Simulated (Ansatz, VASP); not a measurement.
# Two plane-wave programs on Lu

Contents of INCAR:

```
  ALGO = Fast
  EDIFF = 1E-7
  ENCUT = 520
  GGA = PE
  ISIF = 2
  ISMEAR = 0
  LASPH = T
  LCHARG = F
  LREAL = F
  LWAVE = F
  NBANDS = 18
  NELM = 100
  PREC = Accurate
  SIGMA = 0.1
```

Contents of KPOINTS:

```
k-points
0
Gamma
  20 20 20
```

POSCAR

```
Lu
1.0
    0.0000000000      2.4837573743      2.4837573743
    2.4837573743      0.0000000000      2.4837573743
    2.4837573743      2.4837573743      0.0000000000
Lu
1
Direct
    0.0000000000      0.0000000000      0.0000000000
```

Input for Ansatz:

```yaml
crystal:
  lattice:
    - [0.0, 2.4837573743, 2.4837573743]
    - [2.4837573743, 0.0, 2.4837573743]
    - [2.4837573743, 2.4837573743, 0.0]
  atoms:
    - { symbol: Lu, position: [0.0, 0.0, 0.0] }
basis:
  ecutwfc: 420
kpoints:
  mp_grid: { grid: [20, 20, 20] }
hamiltonian:
  xc: pbe
scf:
  occupations: { method: gaussian, width: 0.1 }
output:
  forces: true
  stress: true
  eigenvalues: true
```

Alike in both runs: task single point; functional PBE; k mesh 20 × 20 × 20; occupations gaussian, width 0.1 eV; no spin polarisation.

|  | VASP | Ansatz |
| --- | --- | --- |
| version | VASP 6.6.1 | Ansatz 0.2.0 |
| potentials or method | VASP PAW PBE potentials, release 64 (Lu), cutoff 520 eV | scalar-relativistic, plane waves, PAW |
| valence electrons in the cell | 25 | 25 |

```tsv
	VASP	Ansatz	Ansatz less VASP
gap on the k mesh at the Fermi level (eV)	none	none	-
pressure (GPa)	-2.1	-2.2	-0.09
```

A gap of «none» marks a metal or a gap that the smearing closes. With one functional, cell and mesh, what is left measures potentials, basis and numerics.

Neither program's run includes spin-orbit coupling.
